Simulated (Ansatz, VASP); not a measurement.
# Zn: VASP beside Ansatz

Contents of INCAR:

```
SYSTEM = Zn
PREC = Accurate
ENCUT = 520
EDIFF = 1E-6
ISMEAR = 0
SIGMA = 0.15
LREAL = .FALSE.
LASPH = .TRUE.
NELM = 80
ALGO = Fast
ISIF = 2
LWAVE = .FALSE.
LCHARG = .FALSE.
GGA = PS
NBANDS = 12
```

The input KPOINTS:

```
Automatic mesh
0
G
  20 20 20
  0 0 0
```

File POSCAR:

```
Zn
1.0
   -1.5147737563      1.5300745013      1.5606759913
    1.5147737563     -1.5300745013      1.5606759913
    1.5147737563      1.5300745013     -1.5606759913
Zn
1
Direct
    0.0000000000      0.0000000000      0.0000000000
```

Input for Ansatz:

```yaml
crystal:
  lattice:
    - [-1.5147737563, 1.5300745013, 1.5606759913]
    - [1.5147737563, -1.5300745013, 1.5606759913]
    - [1.5147737563, 1.5300745013, -1.5606759913]
  atoms:
    - { symbol: Zn, position: [0.0, 0.0, 0.0] }
basis:
  ecutwfc: 520.0
kpoints:
  mp_grid: { grid: [20, 20, 20] }
hamiltonian:
  xc: pbesol
scf:
  occupations: { method: gaussian, width: 0.15 }
output:
  forces: true
  stress: true
  eigenvalues: true
```

Change from the starting cell: normal strain along x -0.0100, normal strain along z +0.0200.

Alike in both runs: task single point; functional PBEsol; k mesh 20 × 20 × 20; occupations gaussian, width 0.15 eV; no spin polarisation.

```csv
,VASP,Ansatz
version,VASP 6.6.1,Ansatz 0.2.0
potentials or method,"VASP PAW PBE potentials, release 64 (Zn), cutoff 520 eV","scalar-relativistic, plane waves, PAW"
valence electrons in the cell,12,12
```

|  | VASP | Ansatz | Ansatz less VASP |
| --- | --- | --- | --- |
| gap on the k mesh at the Fermi level (eV) | none | none | - |
| pressure (GPa) | -0.5 | -1.0 | -0.45 |
| traceless stress, the component that is largest in VASP (GPa) | 0.75 | 0.76 | +0.013 |

VASP's potentials were made for PBE, not for PBEsol. A gap of «none» marks a metal or a gap that the smearing closes.
